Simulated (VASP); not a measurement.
# Y (Fm-3m) in VASP: further runs

The runs below take Y through single point, with LDA.

Everything below comes from runs of VASP 6.6.1. Logs are shortened: lines on timing, memory, paths and dates and some standing lists are left out, and cuts for length are marked.

**1. The cell of the first run**

Symmetry: Fm-3m, No. 225, cubic system. The conventional cell has a = 4.971 Å, b = 4.971 Å, c = 4.971 Å, α = 90.00°, β = 90.00°, γ = 90.00°. Within 4.6 Å of Y (site symmetry m-3m) lie 12 Y at 3.52 Å.

This isn't the form of Y at room conditions, which is hcp.

**2. Single point, LDA (30.71 Å³/atom)**

File INCAR:

```
  PREC = Accurate
  ENCUT = 520
  EDIFF = 1E-6
  ISMEAR = -1
  SIGMA = 0.1
  LREAL = F
  LASPH = T
  NELM = 80
  ALGO = Normal
  ISIF = 2
  LWAVE = F
  LCHARG = F
  NBANDS = 12
```

File KPOINTS:

```
regular mesh
0
Gamma
  13 13 13
```

File POSCAR:

```
Y
1.0
    0.0000000000      2.4855803886      2.4855803886
    2.4855803886      0.0000000000      2.4855803886
    2.4855803886      2.4855803886      0.0000000000
Y
1
Direct
    0.0000000000      0.0000000000      0.0000000000
```

Potentials or basis: VASP PAW LDA potentials, release 64 (Y_sv).

Started as:

```sh
> cat potpaw_LDA.64/Y_sv/POTCAR > POTCAR
> mpirun -np 1 vasp_std > vasp.out
```

OUTCAR:

```text
PREC = Accurate
   ENCUT = 520
   EDIFF = 1E-6
   ISMEAR = -1
   LREAL = F
   LASPH = T
   NELM = 80
   ISIF = 2

 ion  position               nearest neighbor table
   1  0.000  0.000  0.000-

  LATTYP: Found a face centered cubic cell.
 ALAT       =     4.9711607772

  Lattice vectors:

 A1 = (   0.0000000000,   2.4855803886,   2.4855803886)
 A2 = (   2.4855803886,   0.0000000000,   2.4855803886)
 A3 = (   2.4855803886,   2.4855803886,   0.0000000000)

Analysis of symmetry for initial positions (statically):
=====================================================================
 Subroutine PRICEL returns:
 Original cell was already a primitive cell.

 Routine SETGRP: Setting up the symmetry group for a
 face centered cubic supercell.

 Subroutine GETGRP returns: Found 48 space group operations
 (whereof 48 operations were pure point group operations)
 out of a pool of 48 trial point group operations.

The static configuration has the point symmetry O_h .

Analysis of symmetry for dynamics (positions and initial velocities):
=====================================================================
 Subroutine PRICEL returns:
 Original cell was already a primitive cell.

 Routine SETGRP: Setting up the symmetry group for a
 face centered cubic supercell.

 Subroutine GETGRP returns: Found 48 space group operations
 (whereof 48 operations were pure point group operations)
 out of a pool of 48 trial point group operations.

The dynamic configuration has the point symmetry O_h .

 Subroutine INISYM returns: Found 48 space group operations
 (whereof 48 operations are pure point group operations),
 and found     1 'primitive' translations

----------------------------------------------------------------------------------------

                                     Primitive cell

  volume of cell :      30.7124

  direct lattice vectors                    reciprocal lattice vectors
     0.000000000  2.485580389  2.485580389    -0.201160261  0.201160261  0.201160261
     2.485580389  0.000000000  2.485580389     0.201160261 -0.201160261  0.201160261
     2.485580389  2.485580389  0.000000000     0.201160261  0.201160261 -0.201160261

  length of vectors
     3.515141496  3.515141496  3.515141496     0.348419793  0.348419793  0.348419793

  position of ions in fractional coordinates (direct lattice)
     0.000000000  0.000000000  0.000000000

  ion indices of the primitive-cell ions
   primitive index   ion index
                 1           1

----------------------------------------------------------------------------------------

 KPOINTS: regular mesh

Automatic generation of k-mesh.
 Grid dimensions read from file:
 generate k-points for:   13   13   13

 Generating k-lattice:

  Cartesian coordinates                     Fractional coordinates (reciprocal lattice)
    -0.015473866  0.015473866  0.015473866     0.076923077  0.000000000  0.000000000
     0.015473866 -0.015473866  0.015473866     0.000000000  0.076923077  0.000000000
     0.015473866  0.015473866 -0.015473866     0.000000000  0.000000000  0.076923077

  Length of vectors
     0.026801523  0.026801523  0.026801523

  Shift w.r.t. Gamma in fractional coordinates (k-lattice)
     0.000000000  0.000000000  0.000000000

 Subroutine IBZKPT returns following result:
 ===========================================

 Found     84 irreducible k-points:

 Following reciprocal coordinates:
            Coordinates               Weight
  0.000000  0.000000  0.000000      1.000000
  0.076923  0.000000  0.000000      8.000000
  0.153846  0.000000  0.000000      8.000000
  0.230769  0.000000  0.000000      8.000000
  0.307692  0.000000  0.000000      8.000000
  0.384615  0.000000  0.000000      8.000000
[... 16 lines left out ...]
  0.384615  0.153846  0.000000     24.000000
  0.461538  0.153846  0.000000     24.000000
 [... further k-points ...]
   k-points           NKPTS =     84   k-points in BZ     NKDIM =     84   number of bands    NBANDS=     12
   number of dos      NEDOS =    301   number of ions     NIONS =      1
   total plane-waves  NPLWV =  21952
   dimension x,y,z NGX =    28 NGY =   28 NGZ =   28
   dimension x,y,z NGXF=    56 NGYF=   56 NGZF=   56
   ions per type =               1
   NGX,Y,Z   is equivalent  to a cutoff of  13.24, 13.24, 13.24 a.u.
   NGXF,Y,Z  is equivalent  to a cutoff of  26.48, 26.48, 26.48 a.u.
 SYSTEM =  unknown system
   PREC   = accura    normal or accurate (medium, high low for compatibility)
   ISTART =      0    job   : 0-new  1-cont  2-samecut
   ICHARG =      2    charge: 1-file 2-atom 10-const
   ISPIN  =      1    spin polarized calculation?
   LNONCOLLINEAR =      F non collinear calculations
   LSORBIT =      F    spin-orbit coupling
   LASPH  =      T    aspherical Exc in radial PAW
   ENCUT  =  520.0 eV  38.22 Ry    6.18 a.u.   6.54  6.54  6.54*2*pi/ulx,y,z
   NELM   =     80;   NELMIN=  2; NELMDL= -5     # of ELM steps
   EDIFF  = 0.1E-05   stopping-criterion for ELM
   LREAL  =      F    real-space projection
   EDIFFG = 0.1E-04   stopping-criterion for IOM
   NSW    =      0    number of steps for IOM
   IBRION =     -1    ionic relax: 0-MD 1-quasi-New 2-CG
   NFREE  =      0    steps in history (QN), initial steepest desc. (CG)
   ISIF   =      2    stress and relaxation
   ISYM   =      2    0-nonsym 1-usesym 2-fastsym
   POTIM  = 0.5000    time-step for ionic-motion
   TEBEG  =    0.0;   TEEND  =   0.0 temperature during run
   PSTRESS=    0.0 pullay stress
   NELECT =      11.0000    total number of electrons
   NUPDOWN=      -1.0000    fix difference up-down
   EMIN   =  10.00;   EMAX   =-10.00  energy-range for DOS
   EFERMI =   0.00;   METHOD = LEGACY
   ISMEAR =    -1;   SIGMA  =   0.10  broadening in eV -4-tet -1-fermi 0-gaus
   EFERMI_NEDOS =   21; number of points for ismear=-14 and -15
   IALGO  =     38    algorithm
   IMIX   =      4    mixing-type and parameters
     AMIX     =   0.40;   BMIX     =  1.00
     AMIX_MAG =   1.60;   BMIX_MAG =  1.00
  volume/ion in A,a.u.               =      30.71       207.26
  Fermi-wavevector in a.u.,A,eV,Ry     =   1.162611  2.197017 18.390523  1.351665
  Thomas-Fermi vector in A             =   2.299171
   LORBIT       =      0    0 simple, 1 ext, 2 COOP (PROOUT), +10 PAW based schemes
   GGA     = CA    functional components
   LHFCALC =     F    Hartree Fock is set to
   AEXX    =    0.0000 exact exchange contribution
   IVDW    =     0    specifies the selected vdW correction
   LEPSILON=     F    determine dielectric tensor
   LRPA    =     F    only Hartree local field effects (RPA)
 non-spin polarized calculation
  energy-cutoff  :      520.00
  volume of cell :       30.71
 maximum number of plane-waves:       869
 NGX is ok and might be reduce to    28
   NGX = 13   NGY = 13   NGZ = 13

 number of electron      10.9999999 magnetization

 Free energy of the ion-electron system (eV)
  ---------------------------------------------------
  ext. energy  EPLUGINS =         0.00000000
  ---------------------------------------------------
  free energy    TOTEN  =        -6.95515535 eV

  energy without entropy =       -6.90671472  energy(sigma->0) =       -6.93093504

 E-fermi :   3.2108     XC(G=0):  -9.9031

 val. band max:        3.2086817115   @ k =  -0.2308   0.3846   0.1538
 cond. band min:       3.2781693162   @ k =   0.3846   0.2308   0.0769
 fundamental gap:      0.0694876047
 Fermi energy:         3.2108322507

 k-point     1 :       0.0000    0.0000    0.0000
  band No.  band energies     occupation
      1     -39.1001      2.00000
      2     -18.8685      2.00000
      3     -18.8685      2.00000
      4     -18.8685      2.00000
      5      -1.6155      2.00000
      6       5.0009      0.00000
      7       5.0009      0.00000
      8       5.0009      0.00000
      9       7.1413      0.00000
     10       7.1413      0.00000
     11      12.4163      0.00000
     12      15.8131      0.00000

 k-point     2 :       0.0769    0.0000    0.0000
  band No.  band energies     occupation
      1     -39.0952      2.00000
      2     -18.9112      2.00000
      3     -18.8738      2.00000
      4     -18.8738      2.00000
      5      -1.4571      2.00000
      6       4.8283      0.00000
      7       5.0751      0.00000
      8       5.0751      0.00000
      9       7.0573      0.00000
     10       7.0573      0.00000
     11      12.7761      0.00000
     12      15.1432      0.00000

 k-point     3 :       0.1538    0.0000    0.0000
  band No.  band energies     occupation
      1     -39.0816      2.00000
      2     -19.0278      2.00000
      3     -18.8884      2.00000
      4     -18.8884      2.00000
      5      -1.0082      2.00000
      6       4.4267      0.00001
      7       5.2356      0.00000
      8       5.2356      0.00000
      9       6.9219      0.00000
     10       6.9219      0.00000
     11      13.4633      0.00000
     12      14.3025      0.00000
[... 286 lines left out ...]
 k-point    23 :       0.3846    0.1538    0.0000
  band No.  band energies     occupation
      1     -39.0250      2.00000
      2     -19.3897      2.00000
      3     -19.0038      2.00000
      4     -18.9902      2.00000
      5       1.0114      2.00000
      6       3.3710      0.33553
      7       4.4929      0.00001
      8       5.6041      0.00000
      9       7.5404      0.00000
     10       8.4444      0.00000
     11      12.5781      0.00000
     12      14.5145      0.00000

 k-point    24 :       0.4615    0.1538    0.0000
  band No.  band energies     occupation
      1     -39.0117      2.00000
      2     -19.4811      2.00000
      3     -19.0377      2.00000
      4     -18.9959      2.00000
      5       1.4834      2.00000
      6       3.3887      0.28898
      7       4.3834      0.00002
      8       5.4246      0.00000
      9       8.4500      0.00000
     10       8.7895      0.00000
     11      11.5119      0.00000
     12      13.7563      0.00000

 [... further k-points ...]

------------------------ aborting loop because EDIFF is reached ----------------------------------------

  FORCE on cell =-STRESS in cart. coord.  units (eV):
  Direction    XX          YY          ZZ          XY          YZ          ZX
  --------------------------------------------------------------------------------------
  -------------------------------------------------------------------------------------
  Total       -0.3494389     -0.3494389     -0.3494389      0.0000000     -0.0000000      0.0000000
  in kB      -18.2292347    -18.2292347    -18.2292347      0.0000000     -0.0000000      0.0000000
  external PRESSURE =     -18.2292347 kB  Pullay stress =       0.0000000 kB

 VOLUME and BASIS-vectors are now :
 -----------------------------------------------------------------------------
  energy-cutoff  :      520.00
  volume of cell :       30.71
      direct lattice vectors                 reciprocal lattice vectors
     0.000000000  2.485580389  2.485580389    -0.201160261  0.201160261  0.201160261
     2.485580389  0.000000000  2.485580389     0.201160261 -0.201160261  0.201160261
     2.485580389  2.485580389  0.000000000     0.201160261  0.201160261 -0.201160261

 POSITION                                       TOTAL-FORCE (eV/Angst)
 -----------------------------------------------------------------------------------
      0.00000      0.00000      0.00000         0.000000     -0.000000     -0.000000
 -----------------------------------------------------------------------------------
    total drift:                               -0.000000      0.000000      0.000000

  FREE ENERGIE OF THE ION-ELECTRON SYSTEM (eV)
  ---------------------------------------------------
  free  energy   TOTEN  =        -6.9551553509 eV

  energy  without entropy=       -6.9067147233  energy(sigma->0) =       -6.93093504
```

It took 52 s on 1 thread of AMD EPYC 7R13, shared host; peak memory 0.15 GiB.

Results:

```
Free energy            : -6.9552 eV
Pressure               : -1.8 GPa
Band gap on the k mesh : zero (an odd number of electrons rules out a gap without spin polarisation)
```

**3. Single point, LDA (31.89 Å³/atom)**

This run uses another cell than the first one, of 31.89 Å³/atom.

File INCAR:

```
PREC = Accurate
ENCUT = 520
EDIFF = 1E-6
ISMEAR = -1
SIGMA = 0.1
LREAL = F
LASPH = T
NELM = 100
ALGO = Normal
ISIF = 2
LWAVE = F
LCHARG = F
GGA = CA
NBANDS = 12
```

File KPOINTS:

```
Automatic mesh
0
Gamma
  13 13 13
```

File POSCAR:

```
Y
1.0
    0.0000000000      2.5170467719      2.5170467719
    2.5170467719      0.0000000000      2.5170467719
    2.5170467719      2.5170467719      0.0000000000
Y
1
Direct
    0.0000000000      0.0000000000      0.0000000000
```

Potentials or basis: VASP PAW LDA potentials, release 64 (Y_sv).

Started as:

```sh
> cat potpaw_LDA.64/Y_sv/POTCAR > POTCAR
> mpirun -np 1 vasp_std > vasp.out
```

Run time: 44 s. Hardware: 1 thread of AMD EPYC 7R13, shared host; peak memory 0.15 GiB.

Results (log left out):

| Property | Result |
| --- | --- |
| Free energy | -6.9370 eV |
| Pressure | -3.2 GPa |
| Band gap on the k mesh | zero (an odd number of electrons rules out a gap without spin polarisation) |

Levels at points of the mesh, in eV from the Fermi level:
```tsv
k point	band 3	band 4	band 5	band 6	band 7	band 8
(0.00, 0.00, 0.00)	-22.20	-22.20	-4.77	1.75	1.75	1.75
```

Caveat: the cell stands under tension.

**4. Single point, LDA (33.07 Å³/atom)**

This run uses another cell than the first one, of 33.07 Å³/atom.

File INCAR:

```
SYSTEM = Y
ALGO     = Normal         ! electronic algorithm
EDIFF    = 1E-6           ! SCF threshold, eV
ENCUT    = 520            ! plane-wave cutoff, eV
GGA      = CA             ! functional
ISIF     = 2              ! what is computed and relaxed
ISMEAR   = -1             ! smearing method
LASPH    = .True.         ! aspherical terms in the spheres
LCHARG   = .False.        ! write CHGCAR
LREAL    = .False.        ! projectors in reciprocal space
LWAVE    = .False.        ! write WAVECAR
NBANDS   = 12             ! bands
NELM     = 60             ! most SCF steps
PREC     = Accurate       ! precision mode
SIGMA    = 0.1            ! smearing width, eV
```

File KPOINTS:

```
k-points
0
Gamma
  13 13 13
  0 0 0
```

File POSCAR:

```
Y
1.0
    0.0000000000      2.5477454898      2.5477454898
    2.5477454898      0.0000000000      2.5477454898
    2.5477454898      2.5477454898      0.0000000000
Y
1
Direct
    0.0000000000      0.0000000000      0.0000000000
```

Started as:

```sh
> cat potpaw_LDA.64/Y_sv/POTCAR > POTCAR
> mpirun -np 1 vasp_std > vasp.out
```

Run time: 44 s. Hardware: 1 thread of AMD EPYC 7R13, shared host; peak memory 0.15 GiB.

It converged, with:

* Free energy: -6.9095 eV
* Pressure: -4.4 GPa
* Band gap on the k mesh: zero (an odd number of electrons rules out a gap without spin polarisation)

Levels at points of the mesh, in eV from the Fermi level:
| k point | band 2 | band 3 | band 4 | band 5 | band 6 | band 7 | band 8 | band 9 |
| --- | --- | --- | --- | --- | --- | --- | --- | --- |
| (0.00, 0.00, 0.00) | -22.32 | -22.32 | -22.32 | -4.72 | 1.71 | 1.71 | 1.71 | 3.66 |

Caveat: the cell stands under tension.

**5. Single point, LDA**

This run uses another cell than the first one, of 29.53 Å³/atom.

File INCAR:

```
SYSTEM = Y
ALGO = Normal
EDIFF = 1E-6
ENCUT = 520
GGA = CA
ISIF = 2
ISMEAR = -1
LASPH = .TRUE.
LCHARG = .FALSE.
LREAL = .FALSE.
LWAVE = .FALSE.
NBANDS = 12
NELM = 80
PREC = Accurate
SIGMA = 0.1
```

File KPOINTS:

```
k-points
0
G
  18 18 18
  0 0 0
```

File POSCAR:

```
Y
1.0
    0.0000000000      2.4532964697      2.4532964697
    2.4532964697      0.0000000000      2.4532964697
    2.4532964697      2.4532964697      0.0000000000
Y
1
Direct
    0.0000000000      0.0000000000      0.0000000000
```

Started as:

```sh
> cat potpaw_LDA.64/Y_sv/POTCAR > POTCAR
> mpirun -np 1 vasp_std > vasp.out
```

Run time: 1.7 min. Hardware: 1 thread of AMD EPYC 7R13, shared host; peak memory 0.18 GiB.

Results (log left out):

* Free energy: -6.9622 eV
* Pressure: -0.2 GPa
* Band gap on the k mesh: zero (an odd number of electrons rules out a gap without spin polarisation)

Levels at points of the mesh, in eV from the Fermi level:
```
           k point  band 1  band 2  band 3  band 4  band 5  band 6  band 7  band 8  band 9  band 10
(0.00, 0.00, 0.00)  -42.22  -21.95  -21.95  -21.95   -4.88    1.83    1.83    1.83    4.08     4.08
(0.50, 0.00, 0.00)  -42.12  -22.75  -22.05  -22.05   -2.12    1.01    1.64    1.64    5.75     5.75
(0.50, 0.50, 0.00)  -42.09  -22.69  -22.23  -22.23   -1.98   -1.09    2.60    5.75    6.23     6.23
```

**6. Overview**

```csv
cell,k mesh,gap on the mesh (eV),pressure (GPa)
"a = 3.515 Å, angles 60.0°, 1 atom",13 × 13 × 13,none,-1.8
"a = 3.560 Å, angles 60.0°, 1 atom",13 × 13 × 13,none,-3.2
"a = 3.603 Å, angles 60.0°, 1 atom",13 × 13 × 13,none,-4.4
"a = 3.469 Å, angles 60.0°, 1 atom",18 × 18 × 18,none,-0.2
```

Alike in all rows: task single point; level LDA; potentials or basis VASP PAW LDA potentials, release 64 (Y_sv); no spin polarisation; cutoff (eV) 520; smearing fermi-dirac 0.1 eV.

Caveats: the cell stands under tension (at least some runs).

Total energies depend on the potentials used, so only differences within one code and one set of settings carry meaning.
